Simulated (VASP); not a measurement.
# BN (P6_3/mmc) in VASP: further runs

Runs on BN. Level: PBE. Tasks: single point, relaxation of cell and atoms.

Everything below comes from runs of VASP 6.6.1. Logs are shortened: lines on timing, memory, paths and dates and some standing lists are left out, and cuts for length are marked.

**1. The cell of the first run**

The structure is hexagonal, space group P6_3/mmc (No. 194). The conventional cell has a = 2.512 Å, b = 2.512 Å, c = 8.369 Å, α = 90.00°, β = 90.00°, γ = 120.00°. Within 1.9 Å of B (site symmetry -6m2) lie 3 N at 1.45 Å. Within 1.9 Å of N (site symmetry -6m2) lie 3 B at 1.45 Å.

**2. Single point, PBE**

Input file INCAR:

```
PREC = Accurate
ENCUT = 520
EDIFF = 1E-6
ISMEAR = 0
SIGMA = 0.02
LREAL = F
LASPH = T
NELM = 100
ALGO = Normal
ISIF = 2
LWAVE = F
LCHARG = T
GGA = PE
LELF = T
LVHAR = T
NBANDS = 16
```

Input file KPOINTS:

```
regular mesh
0
Gamma
  12 12 4
```

Input file POSCAR:

```
BN
1.0
    2.5121772568      0.0000000000      0.0000000000
   -1.2560886284      2.1756093232      0.0000000000
    0.0000000000      0.0000000000      8.3694720624
B N
2 2
Direct
    0.3333333333      0.6666666667      0.2500000000
    0.6666666667      0.3333333333      0.7500000000
    0.3333333333      0.6666666667      0.7500000000
    0.6666666667      0.3333333333      0.2500000000
```

Potentials or basis: VASP PAW PBE potentials, release 64 (B, N).

The run is started by

```
$ cat potpaw_PBE.64/B/POTCAR potpaw_PBE.64/N/POTCAR > POTCAR
$ mpirun -np 1 vasp_std > vasp.out
```

OUTCAR:

```text
PREC = Accurate
   ENCUT = 520
   EDIFF = 1E-6
   ISMEAR = 0
   LREAL = F
   LASPH = T
   NELM = 100
   ISIF = 2
   GGA = PE

 ion  position               nearest neighbor table
   1  0.333  0.667  0.250-   4 1.45   4 1.45   4 1.45
   2  0.667  0.333  0.750-   3 1.45   3 1.45   3 1.45
   3  0.333  0.667  0.750-   2 1.45   2 1.45   2 1.45
   4  0.667  0.333  0.250-   1 1.45   1 1.45   1 1.45

  LATTYP: Found a hexagonal cell.
 ALAT       =     2.5121772568
 C/A-ratio  =     3.3315611149

  Lattice vectors:

 A1 = (   2.5121772568,   0.0000000000,   0.0000000000)
 A2 = (  -1.2560886284,   2.1756093232,   0.0000000000)
 A3 = (   0.0000000000,   0.0000000000,   8.3694720624)

Analysis of symmetry for initial positions (statically):
=====================================================================
 Subroutine PRICEL returns:
 Original cell was already a primitive cell.

 Routine SETGRP: Setting up the symmetry group for a
 hexagonal supercell.

 Subroutine GETGRP returns: Found 24 space group operations
 (whereof 12 operations were pure point group operations)
 out of a pool of 24 trial point group operations.

The static configuration has the point symmetry D_3d.
 The point group associated with its full space group is D_6h.

Analysis of symmetry for dynamics (positions and initial velocities):
=====================================================================
 Subroutine PRICEL returns:
 Original cell was already a primitive cell.

 Routine SETGRP: Setting up the symmetry group for a
 hexagonal supercell.

 Subroutine GETGRP returns: Found 24 space group operations
 (whereof 12 operations were pure point group operations)
 out of a pool of 24 trial point group operations.

The dynamic configuration has the point symmetry D_3d.
 The point group associated with its full space group is D_6h.

 Subroutine INISYM returns: Found 24 space group operations
 (whereof 12 operations are pure point group operations),
 and found     1 'primitive' translations

----------------------------------------------------------------------------------------

                                     Primitive cell

  volume of cell :      45.7435

  direct lattice vectors                    reciprocal lattice vectors
     2.512177257  0.000000000  0.000000000     0.398061083  0.229820674  0.000000000
    -1.256088628  2.175609323  0.000000000     0.000000000  0.459641347  0.000000000
     0.000000000  0.000000000  8.369472062     0.000000000  0.000000000  0.119481849

  length of vectors
     2.512177257  2.512177257  8.369472062     0.459641347  0.459641347  0.119481849

  position of ions in fractional coordinates (direct lattice)
     0.333333333  0.666666667  0.250000000
     0.666666667  0.333333333  0.750000000
     0.333333333  0.666666667  0.750000000
     0.666666667  0.333333333  0.250000000

  ion indices of the primitive-cell ions
   primitive index   ion index
                 1           1
                 2           2
                 3           3
                 4           4

----------------------------------------------------------------------------------------

 KPOINTS: regular mesh

Automatic generation of k-mesh.
 Grid dimensions read from file:
 generate k-points for:   12   12    4

 Generating k-lattice:

  Cartesian coordinates                     Fractional coordinates (reciprocal lattice)
     0.033171757  0.019151723  0.000000000     0.083333333  0.000000000  0.000000000
     0.000000000  0.038303446  0.000000000     0.000000000  0.083333333  0.000000000
     0.000000000  0.000000000  0.029870462     0.000000000  0.000000000  0.250000000

  Length of vectors
     0.038303446  0.038303446  0.029870462

  Shift w.r.t. Gamma in fractional coordinates (k-lattice)
     0.000000000  0.000000000  0.000000000

 Subroutine IBZKPT returns following result:
 ===========================================

 Found     57 irreducible k-points:

 Following reciprocal coordinates:
            Coordinates               Weight
  0.000000  0.000000  0.000000      1.000000
  0.083333 -0.000000  0.000000      6.000000
  0.166667 -0.000000  0.000000      6.000000
  0.250000 -0.000000  0.000000      6.000000
  0.333333 -0.000000  0.000000      6.000000
  0.416667 -0.000000  0.000000      6.000000
[... 16 lines left out ...]
  0.250000 -0.000000  0.250000     12.000000
  0.333333 -0.000000  0.250000     12.000000
 [... further k-points ...]
   k-points           NKPTS =     57   k-points in BZ     NKDIM =     57   number of bands    NBANDS=     16
   number of dos      NEDOS =    301   number of ions     NIONS =      4
   total plane-waves  NPLWV =  25600
   dimension x,y,z NGX =    20 NGY =   20 NGZ =   64
   dimension x,y,z NGXF=    40 NGYF=   40 NGZF=  128
   ions per type =               2   2
   NGX,Y,Z   is equivalent  to a cutoff of  13.24, 13.24, 12.71 a.u.
   NGXF,Y,Z  is equivalent  to a cutoff of  26.47, 26.47, 25.43 a.u.
 SYSTEM =  unknown system
   PREC   = accura    normal or accurate (medium, high low for compatibility)
   ISTART =      0    job   : 0-new  1-cont  2-samecut
   ICHARG =      2    charge: 1-file 2-atom 10-const
   ISPIN  =      1    spin polarized calculation?
   LNONCOLLINEAR =      F non collinear calculations
   LSORBIT =      F    spin-orbit coupling
   LASPH  =      T    aspherical Exc in radial PAW
   ENCUT  =  520.0 eV  38.22 Ry    6.18 a.u.   4.67  4.67 15.56*2*pi/ulx,y,z
   NELM   =    100;   NELMIN=  2; NELMDL= -5     # of ELM steps
   EDIFF  = 0.1E-05   stopping-criterion for ELM
   LREAL  =      F    real-space projection
   EDIFFG = 0.1E-04   stopping-criterion for IOM
   NSW    =      0    number of steps for IOM
   IBRION =     -1    ionic relax: 0-MD 1-quasi-New 2-CG
   NFREE  =      0    steps in history (QN), initial steepest desc. (CG)
   ISIF   =      2    stress and relaxation
   ISYM   =      2    0-nonsym 1-usesym 2-fastsym
   POTIM  = 0.5000    time-step for ionic-motion
   TEBEG  =    0.0;   TEEND  =   0.0 temperature during run
   PSTRESS=    0.0 pullay stress
   NELECT =      16.0000    total number of electrons
   NUPDOWN=      -1.0000    fix difference up-down
   EMIN   =  10.00;   EMAX   =-10.00  energy-range for DOS
   EFERMI =   0.00;   METHOD = LEGACY
   ISMEAR =     0;   SIGMA  =   0.02  broadening in eV -4-tet -1-fermi 0-gaus
   EFERMI_NEDOS =   21; number of points for ismear=-14 and -15
   IALGO  =     38    algorithm
   IMIX   =      4    mixing-type and parameters
     AMIX     =   0.40;   BMIX     =  1.00
     AMIX_MAG =   1.60;   BMIX_MAG =  1.00
  volume/ion in A,a.u.               =      11.44        77.17
  Fermi-wavevector in a.u.,A,eV,Ry     =   1.153467  2.179736 18.102354  1.330486
  Thomas-Fermi vector in A             =   2.290110
   LORBIT       =      0    0 simple, 1 ext, 2 COOP (PROOUT), +10 PAW based schemes
   GGA     = PE    functional components
   LHFCALC =     F    Hartree Fock is set to
   AEXX    =    0.0000 exact exchange contribution
   IVDW    =     0    specifies the selected vdW correction
   LEPSILON=     F    determine dielectric tensor
   LRPA    =     F    only Hartree local field effects (RPA)
 non-spin polarized calculation
 Gauss-broadening in eV      SIGMA  =   0.02
  energy-cutoff  :      520.00
  volume of cell :       45.74
 maximum number of plane-waves:      1267
 NGX is ok and might be reduce to    20
   NGX =  9   NGY =  9   NGZ = 31

 number of electron      15.9999998 magnetization

 Free energy of the ion-electron system (eV)
  ---------------------------------------------------
  ext. energy  EPLUGINS =         0.00000000
  ---------------------------------------------------
  free energy    TOTEN  =       -35.20726481 eV

  energy without entropy =      -35.20726481  energy(sigma->0) =      -35.20726481

 E-fermi :   0.7732     XC(G=0):  -8.5613

 val. band max:        0.5826392312   @ k =   0.3333   0.3333   0.5000
 cond. band min:       4.9731020050   @ k =   0.0000   0.0000   0.0000
 fundamental gap:      4.3904627739
 Fermi energy:         0.7731844322

 k-point     1 :       0.0000    0.0000    0.0000
  band No.  band energies     occupation
      1     -17.0478      2.00000
      2     -17.0081      2.00000
      3      -4.9016      2.00000
      4      -4.3105      2.00000
      5      -0.7677      2.00000
      6      -0.7677      2.00000
[... 8 lines left out ...]
     15      12.1028      0.00000
     16      12.9242      0.00000

 k-point     2 :       0.0833   -0.0000    0.0000
  band No.  band energies     occupation
      1     -16.9147      2.00000
      2     -16.8758      2.00000
      3      -4.7203      2.00000
      4      -4.1363      2.00000
      5      -1.3249      2.00000
      6      -1.3223      2.00000
[... 8 lines left out ...]
     15      12.6748      0.00000
     16      12.6895      0.00000

 k-point     3 :       0.1667   -0.0000    0.0000
  band No.  band energies     occupation
      1     -16.5229      2.00000
      2     -16.4864      2.00000
      3      -4.1841      2.00000
      4      -3.6225      2.00000
      5      -2.7306      2.00000
      6      -2.7245      2.00000
[... 8 lines left out ...]
     15      13.3541      0.00000
     16      14.2673      0.00000

 k-point     4 :       0.2500   -0.0000    0.0000
  band No.  band energies     occupation
      1     -15.8996      2.00000
      2     -15.8672      2.00000
      3      -4.5060      2.00000
      4      -4.5012      2.00000
      5      -3.3212      2.00000
      6      -2.8010      2.00000
[... 8 lines left out ...]
     15      13.7068      0.00000
     16      16.5174      0.00000
[... 324 lines left out ...]
 k-point    22 :       0.1667   -0.0000    0.2500
  band No.  band energies     occupation
      1     -16.5176      2.00000
      2     -16.4918      2.00000
      3      -4.1091      2.00000
      4      -3.7133      2.00000
      5      -2.7285      2.00000
      6      -2.7246      2.00000
[... 8 lines left out ...]
     15      14.1106      0.00000
     16      14.2696      0.00000

 k-point    23 :       0.2500   -0.0000    0.2500
  band No.  band energies     occupation
      1     -15.8949      2.00000
      2     -15.8720      2.00000
      3      -4.5058      2.00000
      4      -4.5025      2.00000
      5      -3.2500      2.00000
      6      -2.8829      2.00000
[... 8 lines left out ...]
     15      14.7749      0.00000
     16      16.5303      0.00000

 k-point    24 :       0.3333   -0.0000    0.2500
  band No.  band energies     occupation
      1     -15.1098      2.00000
      2     -15.0912      2.00000
      3      -6.2731      2.00000
      4      -6.2688      2.00000
      5      -2.9899      2.00000
      6      -2.9862      2.00000
[... 8 lines left out ...]
     15      15.7887      0.00000
     16      18.0214      0.00000

 [... further k-points ...]
[... 5 lines left out ...]
  --------------------------------------------------------------------------------------
  -------------------------------------------------------------------------------------
  Total        0.0355684      0.0355684     -0.0220356      0.0000000     -0.0000000      0.0000000
  in kB        1.2457908      1.2457908     -0.7718030      0.0000000     -0.0000000      0.0000000
  external PRESSURE =       0.5732595 kB  Pullay stress =       0.0000000 kB

 VOLUME and BASIS-vectors are now :
 -----------------------------------------------------------------------------
  energy-cutoff  :      520.00
  volume of cell :       45.74
      direct lattice vectors                 reciprocal lattice vectors
     2.512177257  0.000000000  0.000000000     0.398061083  0.229820674  0.000000000
    -1.256088628  2.175609323  0.000000000     0.000000000  0.459641347  0.000000000
     0.000000000  0.000000000  8.369472062     0.000000000  0.000000000  0.119481849

 POSITION                                       TOTAL-FORCE (eV/Angst)
 -----------------------------------------------------------------------------------
     -0.00000      1.45041      2.09237        -0.000000      0.000000      0.000000
      1.25609      0.72520      6.27710         0.000000     -0.000000      0.000000
     -0.00000      1.45041      6.27710        -0.000000     -0.000000      0.000000
      1.25609      0.72520      2.09237         0.000000      0.000000      0.000000
 -----------------------------------------------------------------------------------
    total drift:                               -0.000000      0.000000      0.000000

  FREE ENERGIE OF THE ION-ELECTRON SYSTEM (eV)
  ---------------------------------------------------
  free  energy   TOTEN  =       -35.2072648122 eV

  energy  without entropy=      -35.2072648122  energy(sigma->0) =      -35.20726481
```

Run time: 50 s. Hardware: 1 thread of AMD EPYC 7R43 (Zen 3), shared host; peak memory 0.14 GiB.

What came out:

| Item | Value |
| --- | --- |
| Free energy | -35.2073 eV |
| Pressure | 0.1 GPa |
| Band gap on the k mesh | 4.39 eV, indirect (least direct gap 4.66 eV) |

Levels at points of the mesh, in eV from the valence-band top:
```
           k point  band 6  band 7  band 8  band 9  band 10  band 11
(0.00, 0.00, 0.00)   -1.35   -1.35   -1.35    4.39     7.73    10.04
(0.50, 0.00, 0.00)   -4.12   -1.01   -0.78    4.58     5.01     9.43
(0.00, 0.00, 0.50)   -1.35   -1.35   -1.35    5.67     5.67    11.51
(0.50, 0.00, 0.50)   -4.12   -0.90   -0.90    4.77     4.77     9.69
```

Caveat: this functional lacks dispersion, which binds the layers, so the pressure and a relaxed spacing across them are unreliable.

**3. Relaxation of cell and atoms, PBE**

Input file INCAR:

```
PREC     = Accurate       # precision mode
ENCUT    = 600            # plane-wave cutoff, eV
EDIFF    = 1E-7           # SCF threshold, eV
ISMEAR   = 0              # smearing method
SIGMA    = 0.02           # smearing width, eV
LREAL    = F              # projectors in reciprocal space
LASPH    = T              # aspherical terms in the spheres
NELM     = 60             # most SCF steps
ALGO     = Normal         # electronic algorithm
ISIF     = 3              # what is computed and relaxed
LWAVE    = F              # write WAVECAR
LCHARG   = F              # write CHGCAR
GGA      = PE             # functional
IBRION   = 2              # ionic algorithm
NSW      = 100            # ionic steps
EDIFFG   = -0.005         # ionic threshold
```

KPOINTS is that of step 2.

POSCAR is that of step 2.

Potentials or basis: VASP PAW PBE potentials, release 64 (B, N).

The run is started by

```
$ cat potpaw_PBE.64/B/POTCAR potpaw_PBE.64/N/POTCAR > POTCAR
$ mpirun -np 1 vasp_std > vasp.out
```

Wall time 5.3 min (1 thread of AMD EPYC 7R43 (Zen 3), shared host); peak memory 0.15 GiB.

It converged, with:

```yaml
Free_energy: -35.2158 eV
Relaxed_volume: 10.74 Å³/atom
Relaxed_cell: a = 2.512 Å, b = 2.512 Å, c = 7.859 Å, α = 90.00°, β = 90.00°, γ = 120.00°
Space_group_after_relaxing_to_0.05_Å: P6_3/mmc (No. 194)
Energy_gained_by_relaxing: 0.5 meV/atom
Ionic_steps: 18
Pressure_after_relaxing: 0.0 GPa
Band_gap_on_the_k_mesh: 4.51 eV, indirect (least direct gap 4.65 eV)
```

Step by step:
```csv
step,energy change (eV),largest force (eV/Å),pressure (GPa),volume (Å³)
1,0.0000,0.0000,-0.08,45.74
2,0.0000,0.0000,-0.01,45.70
3,-0.0001,0.0000,0.09,45.65
4,-0.0001,0.0000,0.30,45.53
5,-0.0001,0.0000,0.22,45.58
6,-0.0001,0.0000,0.22,45.57
7,-0.0001,0.0000,0.22,45.56
8,-0.0001,0.0000,0.22,45.54
9,-0.0002,0.0000,0.22,45.49
10,-0.0003,0.0000,0.21,45.39
11,-0.0005,0.0000,0.20,45.19
12,-0.0009,0.0000,0.18,44.79
13,-0.0015,0.0000,0.13,44.00
14,-0.0019,0.0000,0.08,42.42
15,-0.0019,0.0000,0.10,42.99
16,-0.0019,0.0000,0.10,42.91
17,-0.0019,0.0000,-0.35,43.08
18,-0.0019,0.0000,0.01,42.95
```

Final structure:
```xyz
4
Lattice="2.5120 0.0000 0.0000 -1.2560 2.1755 0.0000 0.0000 0.0000 7.8586" Properties=species:S:1:pos:R:3 pbc="T T T"
B     0.0000    1.4503    1.9647
B     1.2560    0.7252    5.8940
N     0.0000    1.4503    5.8940
N     1.2560    0.7252    1.9647
```

Levels at points of the mesh, in eV from the valence-band top:
| k point | band 5 | band 6 | band 7 | band 8 | band 9 | band 10 | band 11 | band 12 |
| --- | --- | --- | --- | --- | --- | --- | --- | --- |
| (0.00, 0.00, 0.00) | -1.35 | -1.35 | -1.34 | -1.34 | 4.54 | 8.37 | 10.74 | 11.50 |
| (0.50, 0.00, 0.00) | -4.12 | -4.11 | -1.08 | -0.72 | 4.51 | 5.11 | 9.41 | 9.88 |
| (0.00, 0.00, 0.50) | -1.34 | -1.34 | -1.34 | -1.34 | 6.07 | 6.07 | 11.52 | 11.52 |
| (0.50, 0.00, 0.50) | -4.12 | -4.12 | -0.90 | -0.90 | 4.76 | 4.76 | 9.72 | 9.72 |

Caveat: this functional lacks dispersion, which binds the layers, so the pressure and a relaxed spacing across them are unreliable.
